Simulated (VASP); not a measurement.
# Li7WCl8 (a cell with a defect) in VASP: single point with PBEsol

Aim: the single point of Li7WCl8 (a cell with a defect) with PBEsol.

Everything below comes from runs of VASP 6.6.1. Logs are shortened: lines on timing, memory, paths and dates and some standing lists are left out, and cuts for length are marked.

**1. The cell of the first run**

The cell holds a defect, 16 atoms: a = 7.165 Å, b = 7.165 Å, c = 7.165 Å, α = 60.00°, β = 60.00°, γ = 60.00°.

**2. Single point, PBEsol**

Input file INCAR:

```
SYSTEM = Li7WCl8
PREC = Accurate
ENCUT = 520
EDIFF = 1E-6
ISMEAR = -1
SIGMA = 0.05
LREAL = Auto
LASPH = .True.
NELM = 80
ALGO = Normal
ISIF = 2
LWAVE = .False.
LCHARG = .True.
GGA = PS
LELF = .True.
LVHAR = .True.
NBANDS = 60
NELECT = 90.0
```

Input file KPOINTS:

```
Automatic mesh
0
Gamma
  2 2 2
  0.5 0.5 0.5
```

Input file POSCAR:

```
Li7WCl8
1.0
    0.0000000000      5.0663550000      5.0663550000
    5.0663550000      0.0000000000      5.0663550000
    5.0663550000      5.0663550000      0.0000000000
Cl Li W
8 7 1
Direct
    0.7463540000      0.2563730000      0.2480350000
    0.2493100000      0.7507290000      0.7496680000
    0.2485860000      0.7472560000      0.2522090000
    0.7510640000      0.2509960000      0.7556120000
    0.2468160000      0.2524340000      0.7500140000
    0.7548990000      0.7537050000      0.2462710000
    0.2475930000      0.2461880000      0.2480950000
    0.7440370000      0.7492760000      0.7530920000
    0.9994780000      0.9988660000      0.0022160000
    0.0010200000      0.0074950000      0.4981980000
    0.4992440000      0.5023470000      0.0039810000
    0.9941830000      0.4995340000      0.0063490000
    0.4934060000      0.0005780000      0.5023980000
    0.5020950000      0.0016490000      0.9949290000
    0.9988730000      0.4973700000      0.4991580000
    0.4955680000      0.4974710000      0.5018290000
```

Potentials or basis: VASP PAW PBE potentials, release 64 (Cl, Li_sv, W_sv).

On the command line:

```
$ cat potpaw_PBE.64/Cl/POTCAR potpaw_PBE.64/Li_sv/POTCAR potpaw_PBE.64/W_sv/POTCAR > POTCAR
$ mpirun -np 1 vasp_std > vasp.out
```

OUTCAR:

```text
SYSTEM = Li7WCl8
   PREC = Accurate
   ENCUT = 520
   EDIFF = 1E-6
   ISMEAR = -1
   LREAL = Auto
   LASPH = .True.
   NELM = 80
   ISIF = 2
   GGA = PS
   NELECT = 90.0

 ion  position               nearest neighbor table
   1  0.746  0.256  0.248-  12 2.49  11 2.49  16 2.51   9 2.55  10 2.56  13 2.58
   2  0.249  0.751  0.750-  13 2.50  10 2.53   9 2.54  16 2.54  11 2.55  12 2.57
   3  0.249  0.747  0.252-  11 2.50  16 2.52   9 2.53  15 2.53  10 2.57  14 2.57
   4  0.751  0.251  0.756-  15 2.50   9 2.51  14 2.53  11 2.53  10 2.54  16 2.58
   5  0.247  0.252  0.750-  16 2.50  15 2.53  13 2.53  14 2.53   9 2.54  12 2.55
   6  0.755  0.754  0.246-   9 2.48  12 2.50  15 2.52  13 2.55  14 2.55  16 2.61
[... 8 lines left out ...]
  15  0.999  0.497  0.499-   4 2.50   6 2.52   5 2.53   3 2.53   7 2.54   8 2.56
  16  0.496  0.497  0.502-   5 2.50   1 2.51   3 2.52   2 2.54   4 2.58   6 2.61

  LATTYP: Found a face centered cubic cell.
 ALAT       =    10.1327100000

  Lattice vectors:

 A1 = (   0.0000000000,   5.0663550000,   5.0663550000)
 A2 = (   5.0663550000,   0.0000000000,   5.0663550000)
 A3 = (   5.0663550000,   5.0663550000,   0.0000000000)

Analysis of symmetry for initial positions (statically):
=====================================================================
 Subroutine PRICEL returns:
 Original cell was already a primitive cell.

 Routine SETGRP: Setting up the symmetry group for a
 face centered cubic supercell.

 Subroutine GETGRP returns: Found  1 space group operations
 (whereof  1 operations were pure point group operations)
 out of a pool of 48 trial point group operations.

The static configuration has the point symmetry C_1 .

Analysis of symmetry for dynamics (positions and initial velocities):
=====================================================================
 Subroutine PRICEL returns:
 Original cell was already a primitive cell.

 Routine SETGRP: Setting up the symmetry group for a
 face centered cubic supercell.

 Subroutine GETGRP returns: Found  1 space group operations
 (whereof  1 operations were pure point group operations)
 out of a pool of 48 trial point group operations.

The dynamic configuration has the point symmetry C_1 .

 Subroutine INISYM returns: Found  1 space group operations
 (whereof  1 operations are pure point group operations),
 and found     1 'primitive' translations

----------------------------------------------------------------------------------------

                                     Primitive cell

  volume of cell :     260.0859

  direct lattice vectors                    reciprocal lattice vectors
     0.000000000  5.066355000  5.066355000    -0.098690281  0.098690281  0.098690281
     5.066355000  0.000000000  5.066355000     0.098690281 -0.098690281  0.098690281
     5.066355000  5.066355000  0.000000000     0.098690281  0.098690281 -0.098690281

  length of vectors
     7.164907953  7.164907953  7.164907953     0.170936581  0.170936581  0.170936581

  position of ions in fractional coordinates (direct lattice)
     0.746354000  0.256373000  0.248035000
     0.249310000  0.750729000  0.749668000
     0.248586000  0.747256000  0.252209000
     0.751064000  0.250996000  0.755612000
     0.246816000  0.252434000  0.750014000
     0.754899000  0.753705000  0.246271000
[... 8 lines left out ...]
     0.998873000  0.497370000  0.499158000
     0.495568000  0.497471000  0.501829000

  ion indices of the primitive-cell ions
   primitive index   ion index
                 1           1
                 2           2
                 3           3
                 4           4
                 5           5
                 6           6
[... 8 lines left out ...]
                15          15
                16          16

----------------------------------------------------------------------------------------

 KPOINTS: Automatic mesh

Automatic generation of k-mesh.
 Grid dimensions read from file:
 generate k-points for:    2    2    2

 Generating k-lattice:

  Cartesian coordinates                     Fractional coordinates (reciprocal lattice)
    -0.049345141  0.049345141  0.049345141     0.500000000  0.000000000  0.000000000
     0.049345141 -0.049345141  0.049345141     0.000000000  0.500000000  0.000000000
     0.049345141  0.049345141 -0.049345141     0.000000000  0.000000000  0.500000000

  Length of vectors
     0.085468291  0.085468291  0.085468291

  Shift w.r.t. Gamma in fractional coordinates (k-lattice)
     0.500000000  0.500000000  0.500000000

 Subroutine IBZKPT returns following result:
 ===========================================

 Found     16 irreducible k-points:

 Following reciprocal coordinates:
            Coordinates               Weight
  0.250000  0.250000  0.250000      2.000000
  0.250000  0.000000  0.000000      2.000000
  0.000000  0.000000 -0.250000      2.000000
  0.000000  0.250000  0.000000      2.000000
 -0.250000  0.250000  0.250000      2.000000
  0.250000 -0.250000  0.250000      2.000000
[... 8 lines left out ...]
  0.000000  0.250000  0.500000      2.000000
  0.500000  0.250000  0.000000      2.000000
   k-points           NKPTS =     16   k-points in BZ     NKDIM =     16   number of bands    NBANDS=     60
   number of dos      NEDOS =    301   number of ions     NIONS =     16
   total plane-waves  NPLWV = 157464
   dimension x,y,z NGX =    54 NGY =   54 NGZ =   54
   dimension x,y,z NGXF=   108 NGYF=  108 NGZF=  108
   ions per type =               8   7   1
   NGX,Y,Z   is equivalent  to a cutoff of  12.53, 12.53, 12.53 a.u.
   NGXF,Y,Z  is equivalent  to a cutoff of  25.06, 25.06, 25.06 a.u.
 SYSTEM =  Li7WCl8
   PREC   = accura    normal or accurate (medium, high low for compatibility)
   ISTART =      0    job   : 0-new  1-cont  2-samecut
   ICHARG =      2    charge: 1-file 2-atom 10-const
   ISPIN  =      1    spin polarized calculation?
   LNONCOLLINEAR =      F non collinear calculations
   LSORBIT =      F    spin-orbit coupling
   LASPH  =      T    aspherical Exc in radial PAW
   ENCUT  =  520.0 eV  38.22 Ry    6.18 a.u.  13.32 13.32 13.32*2*pi/ulx,y,z
   NELM   =     80;   NELMIN=  2; NELMDL= -5     # of ELM steps
   EDIFF  = 0.1E-05   stopping-criterion for ELM
   LREAL  =      T    real-space projection
   EDIFFG = 0.1E-04   stopping-criterion for IOM
   NSW    =      0    number of steps for IOM
   IBRION =     -1    ionic relax: 0-MD 1-quasi-New 2-CG
   NFREE  =      0    steps in history (QN), initial steepest desc. (CG)
   ISIF   =      2    stress and relaxation
   ISYM   =      2    0-nonsym 1-usesym 2-fastsym
   POTIM  = 0.5000    time-step for ionic-motion
   TEBEG  =    0.0;   TEEND  =   0.0 temperature during run
   PSTRESS=    0.0 pullay stress
   NELECT =      90.0000    total number of electrons
   NUPDOWN=      -1.0000    fix difference up-down
   EMIN   =  10.00;   EMAX   =-10.00  energy-range for DOS
   EFERMI =   0.00;   METHOD = LEGACY
   ISMEAR =    -1;   SIGMA  =   0.05  broadening in eV -4-tet -1-fermi 0-gaus
   EFERMI_NEDOS =   21; number of points for ismear=-14 and -15
   IALGO  =     38    algorithm
   IMIX   =      4    mixing-type and parameters
     AMIX     =   0.40;   BMIX     =  1.00
     AMIX_MAG =   1.60;   BMIX_MAG =  1.00
  volume/ion in A,a.u.               =      16.26       109.70
  Fermi-wavevector in a.u.,A,eV,Ry     =   1.149344  2.171945 17.973184  1.320992
  Thomas-Fermi vector in A             =   2.286014
   LORBIT       =      0    0 simple, 1 ext, 2 COOP (PROOUT), +10 PAW based schemes
   GGA     = PS    functional components
   LHFCALC =     F    Hartree Fock is set to
   AEXX    =    0.0000 exact exchange contribution
   IVDW    =     0    specifies the selected vdW correction
   LEPSILON=     F    determine dielectric tensor
   LRPA    =     F    only Hartree local field effects (RPA)
 non-spin polarized calculation
  energy-cutoff  :      520.00
  volume of cell :      260.09
 maximum number of plane-waves:      7015
 NGX is ok and might be reduce to    54
   NGX = 27   NGY = 27   NGZ = 27

 number of electron      90.0000003 magnetization

 Free energy of the ion-electron system (eV)
  ---------------------------------------------------
  ext. energy  EPLUGINS =         0.00000000
  ---------------------------------------------------
  free energy    TOTEN  =       -69.79534425 eV

  energy without entropy =      -69.68421559  energy(sigma->0) =      -69.73977992

 E-fermi :   5.2045     XC(G=0):  -9.4229

 val. band max:        5.0278110462   @ k =   0.0000   0.0000  -0.2500
 cond. band min:       5.2194210929   @ k =   0.2500   0.0000   0.5000
 fundamental gap:      0.1916100467
 Fermi energy:         5.2045120524

 k-point     1 :       0.2500    0.2500    0.2500
  band No.  band energies     occupation
      1     -69.1391      2.00000
      2     -41.7611      2.00000
      3     -41.0977      2.00000
      4     -41.0854      2.00000
      5     -41.0587      2.00000
      6     -41.0586      2.00000
[... 49 lines left out ...]
     56       9.6397      0.00000
     57      10.5868      0.00000

 k-point     2 :       0.2500    0.0000    0.0000
  band No.  band energies     occupation
      1     -69.1391      2.00000
      2     -41.7611      2.00000
      3     -41.0977      2.00000
      4     -41.0854      2.00000
      5     -41.0587      2.00000
      6     -41.0585      2.00000
[... 49 lines left out ...]
     56       9.6417      0.00000
     57      10.5786      0.00000

 k-point     3 :       0.0000    0.0000   -0.2500
  band No.  band energies     occupation
      1     -69.1391      2.00000
      2     -41.7611      2.00000
      3     -41.0977      2.00000
      4     -41.0853      2.00000
      5     -41.0587      2.00000
      6     -41.0586      2.00000
[... 713 lines left out ...]
  band No.  band energies     occupation
      1     -69.1391      2.00000
      2     -41.7611      2.00000
      3     -41.0977      2.00000
      4     -41.0853      2.00000
      5     -41.0587      2.00000
      6     -41.0586      2.00000
[... 49 lines left out ...]
     56      10.1944      0.00000
     57      10.8197      0.00000

 k-point    16 :       0.5000    0.2500    0.0000
  band No.  band energies     occupation
      1     -69.1391      2.00000
      2     -41.7611      2.00000
      3     -41.0977      2.00000
      4     -41.0854      2.00000
      5     -41.0587      2.00000
      6     -41.0585      2.00000
[... 49 lines left out ...]
     56      10.1781      0.00000
     57      10.8139      0.00000
 [bands above 57 left out]

------------------------ aborting loop because EDIFF is reached ----------------------------------------

  FORCE on cell =-STRESS in cart. coord.  units (eV):
  Direction    XX          YY          ZZ          XY          YZ          ZX
  --------------------------------------------------------------------------------------
  -------------------------------------------------------------------------------------
  Total      -10.3867123    -10.8459529    -10.8210752     -0.0325011     -0.0286264      0.0039898
  in kB      -63.9840661    -66.8130734    -66.6598220     -0.2002129     -0.1763437      0.0245778
  external PRESSURE =     -65.8189872 kB  Pullay stress =       0.0000000 kB

 VOLUME and BASIS-vectors are now :
 -----------------------------------------------------------------------------
  energy-cutoff  :      520.00
  volume of cell :      260.09
      direct lattice vectors                 reciprocal lattice vectors
     0.000000000  5.066355000  5.066355000    -0.098690281  0.098690281  0.098690281
     5.066355000  0.000000000  5.066355000     0.098690281 -0.098690281  0.098690281
     5.066355000  5.066355000  0.000000000     0.098690281  0.098690281 -0.098690281

 POSITION                                       TOTAL-FORCE (eV/Angst)
 -----------------------------------------------------------------------------------
      2.55551      5.03793      5.08017         0.476300      0.093988     -0.125106
      7.60154      5.06118      5.06655        -0.614086     -0.006615     -0.069485
      5.06364      2.53721      5.04529         0.043668      0.546325     -0.000048
      5.09983      7.63336      5.07679        -0.082974     -0.800637     -0.057341
      5.07876      5.05029      2.52938        -0.026144      0.002894      0.505896
      5.06623      5.07228      7.64312         0.028081     -0.034848     -0.887907
[... 8 lines left out ...]
      5.04876      7.58956      7.58050         0.044602     -0.023847      0.009037
      5.06281      5.05317      5.03109         0.175732      0.218964      0.455484
 -----------------------------------------------------------------------------------
    total drift:                               -0.001869      0.002579     -0.002224

  FREE ENERGIE OF THE ION-ELECTRON SYSTEM (eV)
  ---------------------------------------------------
  free  energy   TOTEN  =       -69.7953442525 eV

  energy  without entropy=      -69.6842155855  energy(sigma->0) =      -69.73977992
```

It took 8.2 min on 1 thread of Intel Xeon Platinum 8375C at 2.90GHz (Ice Lake), shared host; peak memory 0.46 GiB.

What came out:

```
Free energy   : -69.7953 eV
Largest force : 0.889 eV/Å
```

Forces in eV/Å, atoms in the order of the input:
```
Cl   0.476  0.094 -0.125
Cl  -0.614 -0.007 -0.069
Cl   0.044  0.546  0.000
Cl  -0.083 -0.801 -0.057
Cl  -0.026  0.003  0.506
Cl   0.028 -0.035 -0.888
Cl   0.067  0.048  0.079
Cl   0.009 -0.004  0.137
Li  -0.003  0.003 -0.009
Li  -0.014 -0.003 -0.103
Li  -0.040 -0.058 -0.008
Li  -0.011 -0.047  0.061
Li  -0.043  0.035  0.030
Li  -0.010  0.029 -0.017
Li   0.045 -0.024  0.009
W    0.176  0.219  0.455
```

Levels at points of the mesh, in eV from the Fermi level:
```csv
k point,band 40,band 41,band 42,band 43,band 44,band 45,band 46,band 47,band 48,band 49
"(0.25, 0.25, 0.25)",-4.05,-4.03,-3.94,-3.93,-0.23,-0.19,-0.18,1.82,1.89,2.28
```

Caveat: the k points lie up to 0.54 Å⁻¹ apart; the cell carries a net charge on a neutralising background, which shifts energy and pressure; the cell is charged against a uniform background, so pressure and absolute levels hang on convention; the cutoff is under 1.25 times the usual one of these potentials, so pressure, stress and relaxed cells hold a basis-set (Pulay) error; the PAW data sets were made with another functional, which shifts forces and pressure a little; spin-orbit coupling is left out, which moves the levels of the heavy elements.
